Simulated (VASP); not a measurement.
# Ca (P6_3/mmc) in VASP: further runs, part 2 of 2

VASP 6.6.1. The steps go on from the part before.

## 3. Single point, LDA

This run uses another cell than the first one, of 20.12 Å³/atom.

File INCAR:

```
SYSTEM = Ca
PREC = Accurate
ENCUT = 500
EDIFF = 1E-6
ISMEAR = 1
SIGMA = 0.1
LREAL = .FALSE.
LASPH = .TRUE.
NELM = 120
ALGO = Normal
ISIF = 2
LWAVE = .FALSE.
LCHARG = .FALSE.
GGA = CA
NBANDS = 17
GGA_COMPAT = .FALSE.
```

File KPOINTS:

```
Automatic mesh
0
G
  5 5 3
  0 0 0
```

File POSCAR:

```
Ca
1.0
    3.0410874706      0.0000000000      0.0000000000
   -1.5205437353      2.6336590047      0.0000000000
    0.0000000000      0.0000000000      5.0239967793
Ca
2
Direct
    0.3333333333      0.6666666667      0.2500000000
    0.6666666667      0.3333333333      0.7500000000
```

Potentials or basis: VASP PAW LDA potentials, release 64 (Ca_sv).

The run is started by

```sh
$ cat potpaw_LDA.64/Ca_sv/POTCAR > POTCAR
$ mpirun -np 1 vasp_std > vasp.out
```

OUTCAR:

```text
SYSTEM = Ca
   PREC = Accurate
   ENCUT = 500
   EDIFF = 1E-6
   ISMEAR = 1
   LREAL = .FALSE.
   LASPH = .TRUE.
   NELM = 120
   ISIF = 2
   GGA = CA

 ion  position               nearest neighbor table
   1  0.333  0.667  0.250-   2 3.06   2 3.06   2 3.06   2 3.06   2 3.06   2 3.06
   2  0.667  0.333  0.750-   1 3.06   1 3.06   1 3.06   1 3.06   1 3.06   1 3.06

  LATTYP: Found a hexagonal cell.
 ALAT       =     3.0410874706
 C/A-ratio  =     1.6520395509

  Lattice vectors:

 A1 = (   3.0410874706,   0.0000000000,   0.0000000000)
 A2 = (  -1.5205437353,   2.6336590047,   0.0000000000)
 A3 = (   0.0000000000,   0.0000000000,   5.0239967793)

Analysis of symmetry for initial positions (statically):
=====================================================================
 Subroutine PRICEL returns:
 Original cell was already a primitive cell.

 Routine SETGRP: Setting up the symmetry group for a
 hexagonal supercell.

 Subroutine GETGRP returns: Found 24 space group operations
 (whereof 12 operations were pure point group operations)
 out of a pool of 24 trial point group operations.

The static configuration has the point symmetry D_3d.
 The point group associated with its full space group is D_6h.

Analysis of symmetry for dynamics (positions and initial velocities):
=====================================================================
 Subroutine PRICEL returns:
 Original cell was already a primitive cell.

 Routine SETGRP: Setting up the symmetry group for a
 hexagonal supercell.

 Subroutine GETGRP returns: Found 24 space group operations
 (whereof 12 operations were pure point group operations)
 out of a pool of 24 trial point group operations.

The dynamic configuration has the point symmetry D_3d.
 The point group associated with its full space group is D_6h.

 Subroutine INISYM returns: Found 24 space group operations
 (whereof 12 operations are pure point group operations),
 and found     1 'primitive' translations

----------------------------------------------------------------------------------------

                                     Primitive cell

  volume of cell :      40.2381

  direct lattice vectors                    reciprocal lattice vectors
     3.041087471  0.000000000  0.000000000     0.328829739  0.189849938  0.000000000
    -1.520543735  2.633659005  0.000000000     0.000000000  0.379699877  0.000000000
     0.000000000  0.000000000  5.023996779     0.000000000  0.000000000  0.199044714

  length of vectors
     3.041087471  3.041087471  5.023996779     0.379699877  0.379699877  0.199044714

  position of ions in fractional coordinates (direct lattice)
     0.333333333  0.666666667  0.250000000
     0.666666667  0.333333333  0.750000000

  ion indices of the primitive-cell ions
   primitive index   ion index
                 1           1
                 2           2

----------------------------------------------------------------------------------------

 KPOINTS: Automatic mesh

Automatic generation of k-mesh.
 Grid dimensions read from file:
 generate k-points for:    5    5    3

 Generating k-lattice:

  Cartesian coordinates                     Fractional coordinates (reciprocal lattice)
     0.065765948  0.037969988  0.000000000     0.200000000 -0.000000000  0.000000000
     0.000000000  0.075939975  0.000000000     0.000000000  0.200000000  0.000000000
     0.000000000  0.000000000  0.066348238     0.000000000  0.000000000  0.333333333

  Length of vectors
     0.075939975  0.075939975  0.066348238

  Shift w.r.t. Gamma in fractional coordinates (k-lattice)
     0.000000000  0.000000000  0.000000000

 Subroutine IBZKPT returns following result:
 ===========================================

 Found     10 irreducible k-points:

 Following reciprocal coordinates:
            Coordinates               Weight
  0.000000  0.000000  0.000000      1.000000
  0.200000  0.000000  0.000000      6.000000
  0.400000  0.000000  0.000000      6.000000
  0.200000  0.200000  0.000000      6.000000
  0.400000  0.200000  0.000000      6.000000
  0.000000  0.000000  0.333333      2.000000
  0.200000  0.000000  0.333333     12.000000
  0.400000  0.000000  0.333333     12.000000
  0.200000  0.200000  0.333333     12.000000
  0.400000  0.200000  0.333333     12.000000
   k-points           NKPTS =     10   k-points in BZ     NKDIM =     10   number of bands    NBANDS=     17
   number of dos      NEDOS =    301   number of ions     NIONS =      2
   total plane-waves  NPLWV =  23040
   dimension x,y,z NGX =    24 NGY =   24 NGZ =   40
   dimension x,y,z NGXF=    48 NGYF=   48 NGZF=   80
   ions per type =               2
   NGX,Y,Z   is equivalent  to a cutoff of  13.12, 13.12, 13.24 a.u.
   NGXF,Y,Z  is equivalent  to a cutoff of  26.24, 26.24, 26.47 a.u.
 SYSTEM =  Ca
   PREC   = accura    normal or accurate (medium, high low for compatibility)
   ISTART =      0    job   : 0-new  1-cont  2-samecut
   ICHARG =      2    charge: 1-file 2-atom 10-const
   ISPIN  =      1    spin polarized calculation?
   LNONCOLLINEAR =      F non collinear calculations
   LSORBIT =      F    spin-orbit coupling
   LASPH  =      T    aspherical Exc in radial PAW
   ENCUT  =  500.0 eV  36.75 Ry    6.06 a.u.   5.54  5.54  9.16*2*pi/ulx,y,z
   NELM   =    120;   NELMIN=  2; NELMDL= -5     # of ELM steps
   EDIFF  = 0.1E-05   stopping-criterion for ELM
   LREAL  =      F    real-space projection
   EDIFFG = 0.1E-04   stopping-criterion for IOM
   NSW    =      0    number of steps for IOM
   IBRION =     -1    ionic relax: 0-MD 1-quasi-New 2-CG
   NFREE  =      0    steps in history (QN), initial steepest desc. (CG)
   ISIF   =      2    stress and relaxation
   ISYM   =      2    0-nonsym 1-usesym 2-fastsym
   POTIM  = 0.5000    time-step for ionic-motion
   TEBEG  =    0.0;   TEEND  =   0.0 temperature during run
   PSTRESS=    0.0 pullay stress
   NELECT =      20.0000    total number of electrons
   NUPDOWN=      -1.0000    fix difference up-down
   EMIN   =  10.00;   EMAX   =-10.00  energy-range for DOS
   EFERMI =   0.00;   METHOD = LEGACY
   ISMEAR =     1;   SIGMA  =   0.10  broadening in eV -4-tet -1-fermi 0-gaus
   EFERMI_NEDOS =   21; number of points for ismear=-14 and -15
   IALGO  =     38    algorithm
   IMIX   =      4    mixing-type and parameters
     AMIX     =   0.40;   BMIX     =  1.00
     AMIX_MAG =   1.60;   BMIX_MAG =  1.00
  volume/ion in A,a.u.               =      20.12       135.77
  Fermi-wavevector in a.u.,A,eV,Ry     =   1.296798  2.450592 22.880703  1.681684
  Thomas-Fermi vector in A             =   2.428231
   LORBIT       =      0    0 simple, 1 ext, 2 COOP (PROOUT), +10 PAW based schemes
   GGA     = CA    functional components
   LHFCALC =     F    Hartree Fock is set to
   AEXX    =    0.0000 exact exchange contribution
   IVDW    =     0    specifies the selected vdW correction
   LEPSILON=     F    determine dielectric tensor
   LRPA    =     F    only Hartree local field effects (RPA)
 non-spin polarized calculation
 Methfessel and Paxton  Order N= 1 SIGMA  =   0.10
  energy-cutoff  :      500.00
  volume of cell :       40.24
 maximum number of plane-waves:      1039
 NGX is ok and might be reduce to    24
   NGX = 11   NGY = 11   NGZ = 19

 number of electron      20.0000001 magnetization

 Free energy of the ion-electron system (eV)
  ---------------------------------------------------
  ext. energy  EPLUGINS =         0.00000000
  ---------------------------------------------------
  free energy    TOTEN  =        -2.14245939 eV

  energy without entropy =       -2.14073092  energy(sigma->0) =       -2.14188323

 E-fermi :   5.4155     XC(G=0): -10.7693

 val. band max:        5.3975855860   @ k =   0.4000   0.2000   0.0000
 cond. band min:       5.4343476664   @ k =   0.4000   0.2000   0.0000
 fundamental gap:      0.0367620804
 Fermi energy:         5.4155323077

 k-point     1 :       0.0000    0.0000    0.0000
  band No.  band energies     occupation
      1     -34.7123      2.00000
      2     -34.4068      2.00000
      3     -16.7586      2.00000
      4     -15.4174      2.00000
      5     -15.4174      2.00000
      6     -15.2523      2.00000
[... 9 lines left out ...]
     16       9.3502      0.00000
     17      10.2512      0.00000
[... 161 lines left out ...]
 k-point    10 :       0.4000    0.2000    0.3333
  band No.  band energies     occupation
      1     -34.3395      2.00000
      2     -34.3090      2.00000
      3     -16.5927      2.00000
      4     -16.4845      2.00000
      5     -16.0432      2.00000
      6     -15.8583      2.00000
[... 9 lines left out ...]
     16      10.6797      0.00000
     17      12.0299      0.00000

------------------------ aborting loop because EDIFF is reached ----------------------------------------

  FORCE on cell =-STRESS in cart. coord.  units (eV):
  Direction    XX          YY          ZZ          XY          YZ          ZX
  --------------------------------------------------------------------------------------
  -------------------------------------------------------------------------------------
  Total        7.6063964      7.6063964      7.5302181      0.0000000     -0.0000000      0.0000000
  in kB      302.8668428    302.8668428    299.8336223      0.0000000     -0.0000000      0.0000000
  external PRESSURE =     301.8557693 kB  Pullay stress =       0.0000000 kB

 VOLUME and BASIS-vectors are now :
 -----------------------------------------------------------------------------
  energy-cutoff  :      500.00
  volume of cell :       40.24
      direct lattice vectors                 reciprocal lattice vectors
     3.041087471  0.000000000  0.000000000     0.328829739  0.189849938  0.000000000
    -1.520543735  2.633659005  0.000000000     0.000000000  0.379699877  0.000000000
     0.000000000  0.000000000  5.023996779     0.000000000  0.000000000  0.199044714

 POSITION                                       TOTAL-FORCE (eV/Angst)
 -----------------------------------------------------------------------------------
     -0.00000      1.75577      1.25600        -0.000000      0.000000      0.000000
      1.52054      0.87789      3.76800         0.000000     -0.000000      0.000000
 -----------------------------------------------------------------------------------
    total drift:                               -0.000000      0.000000     -0.000000

  FREE ENERGIE OF THE ION-ELECTRON SYSTEM (eV)
  ---------------------------------------------------
  free  energy   TOTEN  =        -2.1424593922 eV

  energy  without entropy=       -2.1407309151  energy(sigma->0) =       -2.14188323
```

OSZICAR:

```text
N       E                     dE             d eps       ncg     rms          rms(c)
DAV:   1     0.181593158381E+03    0.18159E+03   -0.10529E+04   340   0.115E+03
DAV:   2     0.769075874272E+01   -0.17390E+03   -0.17131E+03   369   0.337E+02
DAV:   3    -0.212266581769E+01   -0.98134E+01   -0.94974E+01   642   0.619E+01
DAV:   4    -0.225793992277E+01   -0.13527E+00   -0.13474E+00   365   0.820E+00
DAV:   5    -0.226160838464E+01   -0.36685E-02   -0.36628E-02   566   0.830E-01    0.255E+00
DAV:   6    -0.217417965095E+01    0.87429E-01   -0.38544E-02   492   0.127E+00    0.131E+00
DAV:   7    -0.214176605753E+01    0.32414E-01   -0.56032E-02   506   0.124E+00    0.194E-01
DAV:   8    -0.214235947585E+01   -0.59342E-03   -0.74757E-04   528   0.230E-01    0.771E-02
DAV:   9    -0.214245850949E+01   -0.99034E-04   -0.62681E-04   510   0.104E-01    0.305E-02
DAV:  10    -0.214245929615E+01   -0.78666E-06   -0.15530E-05   399   0.426E-02    0.358E-03
DAV:  11    -0.214245939223E+01   -0.96080E-07   -0.61363E-07   268   0.588E-03
   1 F= -.21424594E+01 E0= -.21418832E+01  d E =-.172848E-02
```

stdout:

```text
POSCAR found type information on POSCAR Ca
 POSCAR found :  1 types and       2 ions
 scaLAPACK will be used
 LDA part: xc-table for (Slater(with rela. corr.)+CA(PZ))
 , standard interpolation
 POSCAR, INCAR and KPOINTS ok, starting setup
 FFT: planning ... GRIDC
 FFT: planning ... GRID_SOFT
 FFT: planning ... GRID
 WAVECAR not read
 entering main loop
```

Wall time 9.8 s (1 thread of Intel Xeon 8259CL, shared host); peak memory 0.14 GiB.

What came out:

| Property | Result |
| --- | --- |
| Free energy | -2.1425 eV |
| Pressure | 30.2 GPa |
| Band gap on the k mesh | zero (bands 10 and 11 overlap by 0.40 eV) |

Stress tensor (GPa, compression positive):
```
30.29  0.00  0.00
 0.00 30.29  0.00
 0.00  0.00 29.98
```

Levels at points of the mesh, in eV from the Fermi level:
```csv
k point,band 8,band 9,band 10,band 11,band 12,band 13
"(0.00, 0.00, 0.00)",-20.66,-4.46,-1.26,2.11,3.13,3.25
```

Caveat: the k points lie up to 0.48 Å⁻¹ apart.

## 4. Single point, LDA

This run uses another cell than the first one, of 24.92 Å³/atom.

File INCAR:

```
ALGO     = Normal         # electronic algorithm
EDIFF    = 1E-6           # SCF threshold, eV
ENCUT    = 500            # plane-wave cutoff, eV
GGA_COMPAT= False        
ISIF     = 2              # what is computed and relaxed
ISMEAR   = 1              # smearing method
LASPH    = True           # aspherical terms in the spheres
LCHARG   = False          # write CHGCAR
LREAL    = False          # projectors in reciprocal space
LWAVE    = False          # write WAVECAR
NBANDS   = 17             # bands
NELM     = 120            # most SCF steps
PREC     = Accurate       # precision mode
SIGMA    = 0.1            # smearing width, eV
```

File KPOINTS:

```
k-points
0
Gamma
  5 5 3
```

File POSCAR:

```
Ca
1.0
    3.2828424526      0.0000000000      0.0000000000
   -1.6414212263      2.8430249605      0.0000000000
    0.0000000000      0.0000000000      5.3395001454
Ca
2
Direct
    0.3333333333      0.6666666667      0.2500000000
    0.6666666667      0.3333333333      0.7500000000
```

The run is started by

```sh
$ cat potpaw_LDA.64/Ca_sv/POTCAR > POTCAR
$ mpirun -np 1 vasp_std > vasp.out
```

Wall time 11 s (1 thread of Intel Xeon 8259CL, shared host); peak memory 0.13 GiB.

Results (log left out):

```
Free energy            : -3.4432 eV
Pressure               : 15.0 GPa
Band gap on the k mesh : zero (bands 10 and 11 overlap by 0.23 eV)
```

Stress tensor (GPa, compression positive):
```
14.97  0.00  0.00
 0.00 14.97  0.00
 0.00  0.00 15.08
```

Levels at points of the mesh, in eV from the Fermi level:
```csv
k point,band 6,band 7,band 8,band 9,band 10,band 11,band 12,band 13,band 14,band 15
"(0.00, 0.00, 0.00)",-21.25,-21.25,-21.25,-4.55,-1.16,1.16,3.00,3.00,3.03,3.58
```

Caveat: the k points lie up to 0.44 Å⁻¹ apart.

## 5. Single point, LDA

This run uses another cell than the first one, of 38.60 Å³/atom.

File INCAR:

```
PREC = Accurate
ENCUT = 500
EDIFF = 1E-6
ISMEAR = 1
SIGMA = 0.1
LREAL = F
LASPH = T
NELM = 120
ALGO = Normal
ISIF = 2
LWAVE = F
LCHARG = F
NBANDS = 17
GGA_COMPAT = F
```

File KPOINTS:

```
regular mesh
0
Gamma
  5 5 3
```

File POSCAR:

```
Ca
1.0
    3.7681366025      0.0000000000      0.0000000000
   -1.8840683012      3.2633020227      0.0000000000
    0.0000000000      0.0000000000      6.2778572567
Ca
2
Direct
    0.3333333333      0.6666666667      0.2500000000
    0.6666666667      0.3333333333      0.7500000000
```

The run is started by

```sh
$ cat potpaw_LDA.64/Ca_sv/POTCAR > POTCAR
$ mpirun -np 1 vasp_std > vasp.out
```

It took 20 s on 1 thread of Intel Xeon 8259CL, shared host; peak memory 0.15 GiB.

It converged, with:

```
Free energy            : -4.4030 eV
Pressure               : 0.0 GPa
Band gap on the k mesh : zero (bands 10 and 11 overlap by 0.16 eV)
```

Levels at points of the mesh, in eV from the Fermi level:
| k point | band 7 | band 8 | band 9 | band 10 | band 11 | band 12 | band 13 | band 14 |
| --- | --- | --- | --- | --- | --- | --- | --- | --- |
| (0.00, 0.00, 0.00) | -22.60 | -22.59 | -4.21 | -1.18 | -0.14 | 2.18 | 2.29 | 2.29 |

Caveat: the k points lie up to 0.39 Å⁻¹ apart.

## 6. Summary

| cell | gap on the mesh (eV) | pressure (GPa) |
| --- | --- | --- |
| a = 2.915, b = 2.915, c = 4.681 Å, angles 90.0, 90.0, 120.0°, 2 atoms | none | 45.4 |
| a = 3.041, b = 3.041, c = 5.024 Å, angles 90.0, 90.0, 120.0°, 2 atoms | none | 30.2 |
| a = 3.283, b = 3.283, c = 5.340 Å, angles 90.0, 90.0, 120.0°, 2 atoms | none | 15.0 |
| a = 3.768, b = 3.768, c = 6.278 Å, angles 90.0, 90.0, 120.0°, 2 atoms | none | 0.0 |

Alike in all rows: task single point; level LDA; potentials or basis VASP PAW LDA potentials, release 64 (Ca_sv); no spin polarisation; k mesh 5 × 5 × 3; cutoff (eV) 500; smearing methfessel-paxton 0.1 eV.

Caveats: all runs use coarse meshes.

Total energies depend on the potentials used, so only differences within one code and one set of settings carry meaning.
